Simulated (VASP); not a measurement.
# Ti3Al (Fm-3m) in VASP: single point with PBE

Aim: the single point of Ti3Al with PBE.

All numbers are computed with VASP 6.6.1; they aren't measurements. Logs are shortened: lines on timing, memory, paths and dates and some standing lists are left out, and cuts for length are marked.

### 1 The cell of the first run

Symmetry: Fm-3m, No. 225, cubic system. The conventional cell has a = 6.464 Å, b = 6.464 Å, c = 6.464 Å, α = 90.00°, β = 90.00°, γ = 90.00°. Within 3.7 Å of Ti (site symmetry -43m) lie 10 Ti at 2.80 to 3.23 Å and 4 Al at 2.80 Å. Within 3.7 Å of Ti (site symmetry m-3m) lie 8 Ti at 2.80 Å and 6 Al at 3.23 Å. Within 3.7 Å of Al (site symmetry m-3m) lie 14 Ti at 2.80 to 3.23 Å.

### 2 Single point, PBE, collinear spin

File INCAR:

```
SYSTEM = Ti3Al
  ALGO = Fast
  EDIFF = 1E-7
  ENCUT = 520
  GGA = PE
  ISIF = 2
  ISMEAR = 0
  ISPIN = 2
  LASPH = .TRUE.
  LCHARG = .FALSE.
  LMAXMIX = 4
  LORBIT = 11
  LREAL = .FALSE.
  LWAVE = .FALSE.
  MAGMOM = 0.23 0.23 1.03 -0.03
  NBANDS = 32
  NELECT = 39.1
  NELM = 150
  PREC = Accurate
  SIGMA = 0.05
```

File KPOINTS:

```
k-points
0
G
  10 10 10
  0 0 0
```

File POSCAR:

```
Ti3Al
1.0
    0.0000000000      3.2317810000      3.2317810000
    3.2317810000      0.0000000000      3.2317810000
    3.2317810000      3.2317810000      0.0000000000
Ti Al
3 1
Direct
    0.7500000000      0.7500000000      0.7500000000
    0.2500000000      0.2500000000      0.2500000000
    0.0000000000      0.0000000000      0.0000000000
    0.5000000000      0.5000000000      0.5000000000
```

Potentials or basis: VASP PAW PBE potentials, release 64 (Ti_sv, Al).

On the command line:

```console
$ cat potpaw_PBE.64/Ti_sv/POTCAR potpaw_PBE.64/Al/POTCAR > POTCAR
$ mpirun -np 1 vasp_std > vasp.out
```

OUTCAR:

```text
SYSTEM = Ti3Al
   EDIFF = 1E-7
   ENCUT = 520
   GGA = PE
   ISIF = 2
   ISMEAR = 0
   ISPIN = 2
   LASPH = .TRUE.
   LORBIT = 11
   LREAL = .FALSE.
   NELECT = 39.1
   NELM = 150
   PREC = Accurate

 ion  position               nearest neighbor table
   1  0.750  0.750  0.750-   4 2.80   4 2.80   4 2.80   3 2.80   4 2.80   3 2.80   3 2.80   3 2.80

   2  0.250  0.250  0.250-   3 2.80   3 2.80   3 2.80   3 2.80   4 2.80   4 2.80   4 2.80   4 2.80

   3  0.000  0.000  0.000-   1 2.80   1 2.80   1 2.80   1 2.80   2 2.80   2 2.80   2 2.80   2 2.80

   4  0.500  0.500  0.500-   2 2.80   2 2.80   2 2.80   1 2.80   2 2.80   1 2.80   1 2.80   1 2.80

  LATTYP: Found a face centered cubic cell.
 ALAT       =     6.4635620000

  Lattice vectors:

 A1 = (   0.0000000000,   3.2317810000,   3.2317810000)
 A2 = (   3.2317810000,   0.0000000000,   3.2317810000)
 A3 = (   3.2317810000,   3.2317810000,   0.0000000000)

Analysis of symmetry for initial positions (statically):
=====================================================================
 Subroutine PRICEL returns:
 Original cell was already a primitive cell.

 Routine SETGRP: Setting up the symmetry group for a
 face centered cubic supercell.

 Subroutine GETGRP returns: Found 48 space group operations
 (whereof 48 operations were pure point group operations)
 out of a pool of 48 trial point group operations.

The static configuration has the point symmetry O_h .

Analysis of symmetry for dynamics (positions and initial velocities):
=====================================================================
 Subroutine PRICEL returns:
 Original cell was already a primitive cell.

 Routine SETGRP: Setting up the symmetry group for a
 face centered cubic supercell.

 Subroutine GETGRP returns: Found 48 space group operations
 (whereof 48 operations were pure point group operations)
 out of a pool of 48 trial point group operations.

The dynamic configuration has the point symmetry O_h .

Analysis of structural, dynamic, and magnetic symmetry:
=====================================================================
 Subroutine PRICEL returns:
 Original cell was already a primitive cell.

 Routine SETGRP: Setting up the symmetry group for a
 face centered cubic supercell.

 Subroutine GETGRP returns: Found 48 space group operations
 (whereof 48 operations were pure point group operations)
 out of a pool of 48 trial point group operations.

The overall configuration has the point symmetry O_h .

 Subroutine INISYM returns: Found 48 space group operations
 (whereof 48 operations are pure point group operations),
 and found     1 'primitive' translations

----------------------------------------------------------------------------------------

                                     Primitive cell

  volume of cell :      67.5081

  direct lattice vectors                    reciprocal lattice vectors
     0.000000000  3.231781000  3.231781000    -0.154713454  0.154713454  0.154713454
     3.231781000  0.000000000  3.231781000     0.154713454 -0.154713454  0.154713454
     3.231781000  3.231781000  0.000000000     0.154713454  0.154713454 -0.154713454

  length of vectors
     4.570428521  4.570428521  4.570428521     0.267971562  0.267971562  0.267971562

  position of ions in fractional coordinates (direct lattice)
     0.750000000  0.750000000  0.750000000
     0.250000000  0.250000000  0.250000000
     0.000000000  0.000000000  0.000000000
     0.500000000  0.500000000  0.500000000

  ion indices of the primitive-cell ions
   primitive index   ion index
                 1           1
                 2           2
                 3           3
                 4           4

----------------------------------------------------------------------------------------

 KPOINTS: k-points

Automatic generation of k-mesh.
 Grid dimensions read from file:
 generate k-points for:   10   10   10

 Generating k-lattice:

  Cartesian coordinates                     Fractional coordinates (reciprocal lattice)
    -0.015471345  0.015471345  0.015471345     0.100000000  0.000000000  0.000000000
     0.015471345 -0.015471345  0.015471345     0.000000000  0.100000000  0.000000000
     0.015471345  0.015471345 -0.015471345     0.000000000  0.000000000  0.100000000

  Length of vectors
     0.026797156  0.026797156  0.026797156

  Shift w.r.t. Gamma in fractional coordinates (k-lattice)
     0.000000000  0.000000000  0.000000000

 Subroutine IBZKPT returns following result:
 ===========================================

 Found     47 irreducible k-points:

 Following reciprocal coordinates:
            Coordinates               Weight
  0.000000  0.000000  0.000000      1.000000
  0.100000  0.000000  0.000000      8.000000
  0.200000  0.000000  0.000000      8.000000
  0.300000  0.000000  0.000000      8.000000
  0.400000  0.000000  0.000000      8.000000
  0.500000  0.000000  0.000000      4.000000
[... 16 lines left out ...]
  0.300000  0.300000  0.000000      6.000000
  0.400000  0.300000  0.000000     24.000000
 [... further k-points ...]
   k-points           NKPTS =     47   k-points in BZ     NKDIM =     47   number of bands    NBANDS=     32
   number of dos      NEDOS =    301   number of ions     NIONS =      4
   total plane-waves  NPLWV =  46656
   dimension x,y,z NGX =    36 NGY =   36 NGZ =   36
   dimension x,y,z NGXF=    72 NGYF=   72 NGZF=   72
   ions per type =               3   1
   NGX,Y,Z   is equivalent  to a cutoff of  13.09, 13.09, 13.09 a.u.
   NGXF,Y,Z  is equivalent  to a cutoff of  26.19, 26.19, 26.19 a.u.
 SYSTEM =  Ti3Al
   PREC   = accura    normal or accurate (medium, high low for compatibility)
   ISTART =      0    job   : 0-new  1-cont  2-samecut
   ICHARG =      2    charge: 1-file 2-atom 10-const
   ISPIN  =      2    spin polarized calculation?
   LNONCOLLINEAR =      F non collinear calculations
   LSORBIT =      F    spin-orbit coupling
   LASPH  =      T    aspherical Exc in radial PAW
   ENCUT  =  520.0 eV  38.22 Ry    6.18 a.u.   8.50  8.50  8.50*2*pi/ulx,y,z
   NELM   =    150;   NELMIN=  2; NELMDL= -5     # of ELM steps
   EDIFF  = 0.1E-06   stopping-criterion for ELM
   LREAL  =      F    real-space projection
   EDIFFG = 0.1E-05   stopping-criterion for IOM
   NSW    =      0    number of steps for IOM
   IBRION =     -1    ionic relax: 0-MD 1-quasi-New 2-CG
   NFREE  =      0    steps in history (QN), initial steepest desc. (CG)
   ISIF   =      2    stress and relaxation
   ISYM   =      2    0-nonsym 1-usesym 2-fastsym
   POTIM  = 0.5000    time-step for ionic-motion
   TEBEG  =    0.0;   TEEND  =   0.0 temperature during run
   PSTRESS=    0.0 pullay stress
   NELECT =      39.1000    total number of electrons
   NUPDOWN=      -1.0000    fix difference up-down
   EMIN   =  10.00;   EMAX   =-10.00  energy-range for DOS
   EFERMI =   0.00;   METHOD = LEGACY
   ISMEAR =     0;   SIGMA  =   0.05  broadening in eV -4-tet -1-fermi 0-gaus
   EFERMI_NEDOS =   21; number of points for ismear=-14 and -15
   IALGO  =     68    algorithm
   IMIX   =      4    mixing-type and parameters
     AMIX     =   0.40;   BMIX     =  1.00
     AMIX_MAG =   1.60;   BMIX_MAG =  1.00
  volume/ion in A,a.u.               =      16.88       113.89
  Fermi-wavevector in a.u.,A,eV,Ry     =   1.364631  2.578778 25.337003  1.862217
  Thomas-Fermi vector in A             =   2.490930
   LORBIT       =     11    0 simple, 1 ext, 2 COOP (PROOUT), +10 PAW based schemes
   GGA     = PE    functional components
   LHFCALC =     F    Hartree Fock is set to
   AEXX    =    0.0000 exact exchange contribution
   IVDW    =     0    specifies the selected vdW correction
   LEPSILON=     F    determine dielectric tensor
   LRPA    =     F    only Hartree local field effects (RPA)
 spin polarized calculation
 RMM-DIIS sequential band-by-band and
 Gauss-broadening in eV      SIGMA  =   0.05
  energy-cutoff  :      520.00
  volume of cell :       67.51
 maximum number of plane-waves:      1849
 NGX is ok and might be reduce to    36
   NGX = 17   NGY = 17   NGZ = 17

 number of electron      39.1000007 magnetization       1.9073112

 Free energy of the ion-electron system (eV)
  ---------------------------------------------------
  ext. energy  EPLUGINS =         0.00000000
  ---------------------------------------------------
  free energy    TOTEN  =       -27.08590461 eV

  energy without entropy =      -27.07994399  energy(sigma->0) =      -27.08292430

 E-fermi :   8.1029     XC(G=0): -11.2589

 val. band max:        8.1021754583   @ k =  -0.4000   0.2000   0.0000
 cond. band min:       8.1077909254   @ k =   0.5000   0.2000   0.1000
 fundamental gap:      0.0056154671
 Fermi energy:         8.1028595709

 spin component 1

 k-point     1 :       0.0000    0.0000    0.0000
  band No.  band energies     occupation
      1     -48.6618      1.00000
      2     -48.5553      1.00000
      3     -48.4785      1.00000
      4     -24.9974      1.00000
      5     -24.9974      1.00000
      6     -24.9974      1.00000
[... 805 lines left out ...]
     30      11.5242      0.00000
     31      11.6652      0.00000

 [... further k-points ...]

 spin component 2

 k-point     1 :       0.0000    0.0000    0.0000
  band No.  band energies     occupation
      1     -48.4114      1.00000
      2     -48.3673      1.00000
      3     -47.6407      1.00000
      4     -24.7050      1.00000
      5     -24.7050      1.00000
      6     -24.7050      1.00000
[... 805 lines left out ...]
     30      12.1013      0.00000
     31      12.2229      0.00000

 [... further k-points ...]

 [bands above 31 left out]

------------------------ aborting loop because EDIFF is reached ----------------------------------------

  FORCE on cell =-STRESS in cart. coord.  units (eV):
  Direction    XX          YY          ZZ          XY          YZ          ZX
  --------------------------------------------------------------------------------------
  -------------------------------------------------------------------------------------
  Total        0.8799599      0.8799599      0.8799599     -0.0000000     -0.0000000     -0.0000000
  in kB       20.8841918     20.8841918     20.8841918     -0.0000000     -0.0000000     -0.0000000
  external PRESSURE =      20.8841918 kB  Pullay stress =       0.0000000 kB

 VOLUME and BASIS-vectors are now :
 -----------------------------------------------------------------------------
  energy-cutoff  :      520.00
  volume of cell :       67.51
      direct lattice vectors                 reciprocal lattice vectors
     0.000000000  3.231781000  3.231781000    -0.154713454  0.154713454  0.154713454
     3.231781000  0.000000000  3.231781000     0.154713454 -0.154713454  0.154713454
     3.231781000  3.231781000  0.000000000     0.154713454  0.154713454 -0.154713454

 POSITION                                       TOTAL-FORCE (eV/Angst)
 -----------------------------------------------------------------------------------
      4.84767      4.84767      4.84767        -0.000000     -0.000000     -0.000000
      1.61589      1.61589      1.61589         0.000000     -0.000000     -0.000000
      0.00000      0.00000      0.00000         0.000000      0.000000      0.000000
      3.23178      3.23178      3.23178         0.000000      0.000000      0.000000
 -----------------------------------------------------------------------------------
    total drift:                                0.000000      0.000000      0.000000

  FREE ENERGIE OF THE ION-ELECTRON SYSTEM (eV)
  ---------------------------------------------------
  free  energy   TOTEN  =       -27.0859046094 eV

  energy  without entropy=      -27.0799439893  energy(sigma->0) =      -27.08292430

 total charge

# of ion       s       p       d       tot
------------------------------------------
    1        2.211   6.128   1.913  10.253
    2        2.211   6.128   1.913  10.253
    3        2.249   6.098   1.983  10.330
    4        0.407   0.419   0.000   0.826
--------------------------------------------------
tot          7.079  18.773   5.809  31.661

 magnetization (x)

# of ion       s       p       d       tot
------------------------------------------
    1        0.003   0.030   0.188   0.220
    2        0.003   0.030   0.188   0.220
    3        0.014   0.031   0.969   1.014
    4       -0.007  -0.014   0.000  -0.020
--------------------------------------------------
tot          0.013   0.077   1.345   1.434
```

Run time: 6.9 min. Hardware: 1 thread of Intel Xeon 6975P-C (Granite Rapids), shared host; peak memory 0.33 GiB.

What came out:

| Item | Value |
| --- | --- |
| Free energy | -27.0859 eV |
| Net moment | 1.91 μB per cell |
| Site moments | Ti +0.22, +1.01 (each value once); Al -0.02 μB |
| Valence electrons inside the program's atomic spheres | Ti 10.25, 10.33 (each value once); Al 0.83 |

Levels at points of the mesh, in eV from the Fermi level:
Spin up:
```csv
k point,band 17,band 18,band 19,band 20,band 21,band 22,band 23,band 24,band 25,band 26
"(0.00, 0.00, 0.00)",-1.73,-1.73,-0.39,-0.39,-0.39,2.11,2.11,2.11,2.79,2.79
"(0.50, 0.00, 0.00)",-0.71,-0.63,-0.63,-0.21,-0.21,0.60,0.88,0.88,2.52,2.52
"(0.50, 0.50, 0.00)",-0.71,-0.71,-0.44,-0.44,-0.16,0.96,0.96,0.97,2.09,2.36
```
Spin down:
```tsv
k point	band 15	band 16	band 17	band 18	band 19	band 20	band 21	band 22	band 23	band 24
(0.00, 0.00, 0.00)	-1.60	-1.60	-1.53	-1.53	0.54	0.54	0.54	2.35	2.35	2.35
(0.50, 0.00, 0.00)	-1.78	-1.78	0.03	0.06	0.06	0.08	0.08	0.93	1.11	1.11
(0.50, 0.50, 0.00)	-1.70	-1.69	-0.61	-0.61	-0.09	0.32	0.32	1.42	1.42	1.45
```

Caveat: the cell carries a net charge on a neutralising background, which shifts energy and pressure; the cell is charged against a uniform background, so pressure and absolute levels hang on convention.
